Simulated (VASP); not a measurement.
# Os (R-3m) in VASP: further runs

Os is run at these levels: PBE; tasks: single point, relaxation of cell and atoms.

Everything below comes from runs of VASP 6.6.1. Logs are shortened: lines on timing, memory, paths and dates and some standing lists are left out, and cuts for length are marked.

## (1) The cell of the first run

The typed cell holds 3 atoms: a = 2.726 Å, b = 2.726 Å, c = 6.682 Å, α = 90.00°, β = 90.00°, γ = 120.00°.

This isn't the form of Os at room conditions, which is hcp.

## (2) Single point, PBE

File INCAR:

```
ALGO     = Normal         # electronic algorithm
EDIFF    = 1E-6           # SCF threshold, eV
ENCUT    = 520            # plane-wave cutoff, eV
GGA      = PE             # functional
ISIF     = 2              # what is computed and relaxed
ISMEAR   = 0              # smearing method
LASPH    = T              # aspherical terms in the spheres
LCHARG   = F              # write CHGCAR
LREAL    = F              # projectors in reciprocal space
LWAVE    = F              # write WAVECAR
NBANDS   = 19             # bands
NELM     = 100            # most SCF steps
PREC     = Accurate       # precision mode
SIGMA    = 0.1            # smearing width, eV
```

File KPOINTS:

```
k-points
0
Gamma
  18 18 7
```

File POSCAR:

```
Os
1.0
    2.7258577559      0.0000000000      0.0000000000
   -1.3629288779      2.3606620637      0.0000000000
    0.0000000000      0.0000000000      6.6820088791
Os
3
Direct
    0.0000000000      0.0000000000      0.0000000000
    0.3333333333      0.6666666667      0.3333333333
    0.6666666667      0.3333333333      0.6666666667
```

Potentials or basis: VASP PAW PBE potentials, release 64 (Os).

The run is started by

```
$ cat potpaw_PBE.64/Os/POTCAR > POTCAR
$ mpirun -np 1 vasp_std > vasp.out
```

OUTCAR:

```text
EDIFF = 1E-6
   ENCUT = 520
   GGA = PE
   ISIF = 2
   ISMEAR = 0
   LASPH = T
   LREAL = F
   NELM = 100
   PREC = Accurate

 ion  position               nearest neighbor table
   1  0.000  0.000  0.000-   2 2.73   3 2.73   2 2.73   3 2.73   3 2.73   2 2.73
   2  0.333  0.667  0.333-   1 2.73   1 2.73   1 2.73   3 2.73   3 2.73   3 2.73
   3  0.667  0.333  0.667-   1 2.73   1 2.73   1 2.73   2 2.73   2 2.73   2 2.73

  LATTYP: Found a hexagonal cell.
 ALAT       =     2.7258577559
 C/A-ratio  =     2.4513417344

  Lattice vectors:

 A1 = (   2.7258577559,   0.0000000000,   0.0000000000)
 A2 = (  -1.3629288779,   2.3606620637,   0.0000000000)
 A3 = (   0.0000000000,   0.0000000000,   6.6820088791)

Analysis of symmetry for initial positions (statically):
=====================================================================
 Subroutine PRICEL returns following result:

  LATTYP: Found a trigonal (rhomboedric) cell.
 ALAT       =     2.7272318926
 COS(alpha) =     0.5005037308

  Lattice vectors:

 A1 = (   1.3629288778,  -0.7868873545,   2.2273362928)
 A2 = (  -0.0000000001,   1.5737747092,   2.2273362928)
 A3 = (  -1.3629288777,  -0.7868873547,   2.2273362935)

   3 primitive cells build up your supercell.

 Routine SETGRP: Setting up the symmetry group for a
 hexagonal supercell.

 Subroutine GETGRP returns: Found 12 space group operations
 (whereof 12 operations were pure point group operations)
 out of a pool of 24 trial point group operations.

The static configuration has the point symmetry D_3d.

Analysis of symmetry for dynamics (positions and initial velocities):
=====================================================================
 Subroutine PRICEL returns following result:

  LATTYP: Found a trigonal (rhomboedric) cell.
 ALAT       =     2.7272318926
 COS(alpha) =     0.5005037308

  Lattice vectors:

 A1 = (   1.3629288778,  -0.7868873545,   2.2273362928)
 A2 = (  -0.0000000001,   1.5737747092,   2.2273362928)
 A3 = (  -1.3629288777,  -0.7868873547,   2.2273362935)

   3 primitive cells build up your supercell.

 Routine SETGRP: Setting up the symmetry group for a
 hexagonal supercell.

 Subroutine GETGRP returns: Found 12 space group operations
 (whereof 12 operations were pure point group operations)
 out of a pool of 24 trial point group operations.

The dynamic configuration has the point symmetry D_3d.

 Subroutine INISYM returns: Found 12 space group operations
 (whereof 12 operations are pure point group operations),
 and found     3 'primitive' translations

----------------------------------------------------------------------------------------

                                     Primitive cell

  volume of cell :      14.3325

  direct lattice vectors                    reciprocal lattice vectors
     1.362928878 -0.786887354  2.227336293     0.366857001 -0.211804988  0.149655593
    -0.000000000  1.573774709  2.227336293     0.000000000  0.423609976  0.149655593
    -1.362928878 -0.786887355  2.227336293    -0.366857000 -0.211804988  0.149655593

  length of vectors
     2.727231893  2.727231893  2.727231893     0.449268526  0.449268526  0.449268526

  position of ions in fractional coordinates (direct lattice)
     0.000000000  0.000000000  0.000000000

  ion indices of the primitive-cell ions
   primitive index   ion index
                 1           1

----------------------------------------------------------------------------------------

 KPOINTS: k-points

Automatic generation of k-mesh.
 Grid dimensions read from file:
 generate k-points for:   18   18    7

 Generating k-lattice:

  Cartesian coordinates                     Fractional coordinates (reciprocal lattice)
     0.020380944  0.011766944  0.000000000     0.055555556 -0.000000000  0.000000000
     0.000000000  0.023533888  0.000000000     0.000000000  0.055555556  0.000000000
     0.000000000  0.000000000  0.021379370     0.000000000  0.000000000  0.142857143

  Length of vectors
     0.023533888  0.023533888  0.021379370

  Shift w.r.t. Gamma in fractional coordinates (k-lattice)
     0.000000000  0.000000000  0.000000000

 Subroutine IBZKPT returns following result:
 ===========================================

 Found    229 irreducible k-points:

 Following reciprocal coordinates:
            Coordinates               Weight
  0.000000  0.000000  0.000000      1.000000
  0.055556 -0.000000  0.000000      6.000000
  0.111111 -0.000000  0.000000      6.000000
  0.166667 -0.000000  0.000000      6.000000
  0.222222  0.000000  0.000000      6.000000
  0.277778 -0.000000  0.000000      6.000000
[... 16 lines left out ...]
  0.333333  0.111111  0.000000     12.000000
  0.388889  0.111111  0.000000     12.000000
 [... further k-points ...]
   k-points           NKPTS =    229   k-points in BZ     NKDIM =    229   number of bands    NBANDS=     19
   number of dos      NEDOS =    301   number of ions     NIONS =      3
   total plane-waves  NPLWV =  20000
   dimension x,y,z NGX =    20 NGY =   20 NGZ =   50
   dimension x,y,z NGXF=    40 NGYF=   40 NGZF=  100
   ions per type =               3
   NGX,Y,Z   is equivalent  to a cutoff of  12.20, 12.20, 12.44 a.u.
   NGXF,Y,Z  is equivalent  to a cutoff of  24.40, 24.40, 24.88 a.u.
 SYSTEM =  unknown system
   PREC   = accura    normal or accurate (medium, high low for compatibility)
   ISTART =      0    job   : 0-new  1-cont  2-samecut
   ICHARG =      2    charge: 1-file 2-atom 10-const
   ISPIN  =      1    spin polarized calculation?
   LNONCOLLINEAR =      F non collinear calculations
   LSORBIT =      F    spin-orbit coupling
   LASPH  =      T    aspherical Exc in radial PAW
   ENCUT  =  520.0 eV  38.22 Ry    6.18 a.u.   5.07  5.07 12.42*2*pi/ulx,y,z
   NELM   =    100;   NELMIN=  2; NELMDL= -5     # of ELM steps
   EDIFF  = 0.1E-05   stopping-criterion for ELM
   LREAL  =      F    real-space projection
[... 7 lines left out ...]
   TEBEG  =    0.0;   TEEND  =   0.0 temperature during run
   PSTRESS=    0.0 pullay stress
   NELECT =      24.0000    total number of electrons
   NUPDOWN=      -1.0000    fix difference up-down
   EMIN   =  10.00;   EMAX   =-10.00  energy-range for DOS
   EFERMI =   0.00;   METHOD = LEGACY
   ISMEAR =     0;   SIGMA  =   0.10  broadening in eV -4-tet -1-fermi 0-gaus
   EFERMI_NEDOS =   21; number of points for ismear=-14 and -15
   IALGO  =     38    algorithm
   IMIX   =      4    mixing-type and parameters
     AMIX     =   0.40;   BMIX     =  1.00
     AMIX_MAG =   1.60;   BMIX_MAG =  1.00
  volume/ion in A,a.u.               =      14.33        96.72
  Fermi-wavevector in a.u.,A,eV,Ry     =   1.347919  2.547198 24.720241  1.816886
  Thomas-Fermi vector in A             =   2.475631
   LORBIT       =      0    0 simple, 1 ext, 2 COOP (PROOUT), +10 PAW based schemes
   GGA     = PE    functional components
   LHFCALC =     F    Hartree Fock is set to
   AEXX    =    0.0000 exact exchange contribution
   IVDW    =     0    specifies the selected vdW correction
   LEPSILON=     F    determine dielectric tensor
   LRPA    =     F    only Hartree local field effects (RPA)
 non-spin polarized calculation
 Gauss-broadening in eV      SIGMA  =   0.10
  energy-cutoff  :      520.00
  volume of cell :       43.00
 maximum number of plane-waves:      1179
   NGX = 11   NGY = 11   NGZ = 25

 number of electron      24.0000001 magnetization

 Free energy of the ion-electron system (eV)
  ---------------------------------------------------
  ext. energy  EPLUGINS =         0.00000000
  ---------------------------------------------------
  free energy    TOTEN  =       -33.34400177 eV

  energy without entropy =      -33.33185588  energy(sigma->0) =      -33.33792882

 E-fermi :   8.9801     XC(G=0): -13.9163

 val. band max:        8.9766071628   @ k =   0.3889   0.0556   0.1429
 cond. band min:       8.9830802959   @ k =  -0.2222  -0.4444   0.2857
 fundamental gap:      0.0064731331
 Fermi energy:         8.9800572058

 k-point     1 :       0.0000    0.0000    0.0000
  band No.  band energies     occupation
      1      -1.6220      2.00000
      2       1.3419      2.00000
      3       1.3419      2.00000
      4       6.0782      2.00000
      5       6.0944      2.00000
      6       6.0944      2.00000
[... 11 lines left out ...]
     18      10.0793      0.00000
     19      21.0480      0.00000

 k-point     2 :       0.0556   -0.0000    0.0000
  band No.  band energies     occupation
      1      -1.4962      2.00000
      2       1.4644      2.00000
      3       1.4700      2.00000
      4       6.0090      2.00000
      5       6.0247      2.00000
      6       6.0510      2.00000
[... 11 lines left out ...]
     18      10.6671      0.00000
     19      21.1499      0.00000

 k-point     3 :       0.1111   -0.0000    0.0000
  band No.  band energies     occupation
      1      -1.1293      2.00000
      2       1.7960      2.00000
      3       1.8474      2.00000
      4       5.4558      2.00000
      5       5.6485      2.00000
      6       5.7791      2.00000
[... 11 lines left out ...]
     18      11.4717      0.00000
     19      21.3760      0.00000

 k-point     4 :       0.1667   -0.0000    0.0000
  band No.  band energies     occupation
      1      -0.5550      2.00000
      2       2.2188      2.00000
      3       2.4305      2.00000
      4       4.7332      2.00000
      5       5.2014      2.00000
      6       5.4733      2.00000
[... 407 lines left out ...]
     18      14.1568      0.00000
     19      19.4853      0.00000

 k-point    23 :       0.3333    0.1111    0.0000
  band No.  band energies     occupation
      1       2.1983      2.00000
      2       2.3791      2.00000
      3       2.8593      2.00000
      4       3.1911      2.00000
      5       4.4783      2.00000
      6       5.2596      2.00000
[... 11 lines left out ...]
     18      14.8228      0.00000
     19      17.8004      0.00000

 k-point    24 :       0.3889    0.1111    0.0000
  band No.  band energies     occupation
      1       1.9807      2.00000
      2       2.6199      2.00000
      3       2.6756      2.00000
      4       2.9668      2.00000
      5       4.5697      2.00000
      6       5.1110      2.00000
[... 11 lines left out ...]
     18      15.0917      0.00000
     19      16.9458      0.00000

 [... further k-points ...]

------------------------ aborting loop because EDIFF is reached ----------------------------------------

  FORCE on cell =-STRESS in cart. coord.  units (eV):
  Direction    XX          YY          ZZ          XY          YZ          ZX
  --------------------------------------------------------------------------------------
  -------------------------------------------------------------------------------------
  Total       -0.0352322     -0.0352322     -0.0431002     -0.0000000      0.0000000     -0.0000000
  in kB       -1.3128249     -1.3128249     -1.6060007     -0.0000000      0.0000000     -0.0000000
  external PRESSURE =      -1.4105502 kB  Pullay stress =       0.0000000 kB

 VOLUME and BASIS-vectors are now :
 -----------------------------------------------------------------------------
  energy-cutoff  :      520.00
  volume of cell :       43.00
      direct lattice vectors                 reciprocal lattice vectors
     2.725857756  0.000000000  0.000000000     0.366857000  0.211804988  0.000000000
    -1.362928878  2.360662064  0.000000000     0.000000000  0.423609976  0.000000000
     0.000000000  0.000000000  6.682008879     0.000000000  0.000000000  0.149655593

 POSITION                                       TOTAL-FORCE (eV/Angst)
 -----------------------------------------------------------------------------------
      0.00000      0.00000      0.00000         0.000000      0.000000      0.000000
     -0.00000      1.57377      2.22734         0.000000      0.000000      0.000000
      1.36293      0.78689      4.45467        -0.000000     -0.000000     -0.000000
 -----------------------------------------------------------------------------------
    total drift:                               -0.000000      0.000000     -0.000000

  FREE ENERGIE OF THE ION-ELECTRON SYSTEM (eV)
  ---------------------------------------------------
  free  energy   TOTEN  =       -33.3440017658 eV

  energy  without entropy=      -33.3318558801  energy(sigma->0) =      -33.33792882
```

Wall time 64 s (1 thread of Intel Xeon 6975P-C (Granite Rapids), shared host); peak memory 0.27 GiB.

Results:

```yaml
Free_energy: -33.3440 eV
Pressure: -0.1 GPa
Band_gap_on_the_k_mesh: zero (bands 12 and 13 overlap by 3.73 eV)
```

Caveat: spin-orbit coupling is left out, which moves the levels of the heavy elements.

## (3) Relaxation of cell and atoms, PBE

This run uses another cell than the first one, of 14.28 Å³/atom.

File INCAR:

```
SYSTEM = Os
PREC = Accurate
ENCUT = 600
EDIFF = 1E-6
ISMEAR = 0
SIGMA = 0.1
LREAL = .False.
LASPH = .True.
NELM = 100
ALGO = Normal
ISIF = 3
LWAVE = .False.
LCHARG = .False.
GGA = PE
IBRION = 2
NSW = 65
EDIFFG = -0.01
```

File KPOINTS:

```
regular mesh
0
Gamma
  18 18 7
  0 0 0
```

File POSCAR:

```
Os
1.0
    2.7527795436      0.0000000000      0.0000000000
   -1.3763897718      2.3839770158      0.0000000000
    0.0000000000      0.0000000000      6.5263670938
Os
3
Direct
    0.0000000000      0.0000000000      0.0000000000
    0.3333333333      0.6666666667      0.3333333333
    0.6666666667      0.3333333333      0.6666666667
```

Potentials or basis: VASP PAW PBE potentials, release 64 (Os).

The run is started by

```
$ cat potpaw_PBE.64/Os/POTCAR > POTCAR
$ mpirun -np 1 vasp_std > vasp.out
```

It took 4.3 min on 1 thread of Intel Xeon 6975P-C (Granite Rapids), shared host; peak memory 0.31 GiB.

It converged, with:

```
Free energy                           : -33.3464 eV
Relaxed volume                        : 14.33 Å³/atom
Relaxed cell                          : a = 2.726 Å, b = 2.726 Å, c = 6.683 Å, α = 90.00°, β = 90.00°, γ = 120.00°
Space group after relaxing (to 0.1 Å) : Fm-3m (No. 225)
Energy gained by relaxing             : 21.5 meV/atom
Ionic steps                           : 8
Pressure after relaxing               : 0.0 GPa
```

Stress tensor (GPa, compression positive):
```
 0.07  0.00  0.00
 0.00  0.07  0.00
 0.00  0.00 -0.09
```

The path:
| step | energy change (eV) | largest force (eV/Å) | pressure (GPa) | volume (Å³) |
| --- | --- | --- | --- | --- |
| 1 | 0.0000 | 0.0000 | 2.17 | 42.83 |
| 2 | 0.1320 | 0.0000 | -6.32 | 43.92 |
| 3 | -0.0626 | 0.0000 | -2.28 | 43.25 |
| 4 | -0.0626 | 0.0000 | -2.15 | 43.23 |
| 5 | -0.0451 | 0.0000 | 7.44 | 42.24 |
| 6 | -0.0644 | 0.0000 | -0.03 | 43.00 |
| 7 | -0.0644 | 0.0000 | -0.03 | 43.00 |
| 8 | -0.0644 | 0.0000 | 0.02 | 42.99 |

Final structure:
```
Os
1.0
     2.72555    0.00000    0.00000
    -1.36278    2.36040    0.00000
     0.00000    0.00000    6.68251
Os
3
Direct
  0.00000 0.00000 0.00000
  0.33333 0.66667 0.33333
  0.66667 0.33333 0.66667
```

Levels at points of the mesh, in eV from the Fermi level:
```csv
k point,band 8,band 9,band 10,band 11,band 12,band 13,band 14,band 15,band 16
"(0.00, 0.00, 0.00)",-2.74,-2.68,-2.68,-2.68,-2.68,0.05,0.05,1.10,1.10
"(0.50, 0.00, 0.00)",-2.47,-2.03,-2.03,2.31,2.33,2.48,2.48,3.04,3.04
```

Caveat: the highest band is partly filled, so the run has too few bands; spin-orbit coupling is left out, which moves the levels of the heavy elements.
